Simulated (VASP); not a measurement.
Crystal: ZnS.

```
CELL_PARAMETERS angstrom
3.83624 0.00000 0.00000
-1.91812 3.32228 0.00000
0.00000 0.00000 6.27529
ATOMIC_POSITIONS crystal
Zn 0.66667 0.33333 0.50000
Zn 0.33333 0.66667 0.00000
S 0.66667 0.33333 0.88500
S 0.33333 0.66667 0.38500
```

Program: VASP 6.6.1. Alike in all runs: task single point; potentials or basis VASP PAW PBE potentials, release 64 (Zn, S); no spin polarisation; cell as given; k mesh 8 × 8 × 5; cutoff (eV) 520; smearing fermi-dirac 0.05 eV.

Task: Order these runs on this cell by their band gap on the k mesh, lowest first.
A. level RPBE
B. level PBE
C. level r2SCAN+D4

Result: B (2.16 eV), A (2.33 eV), C (2.73 eV).
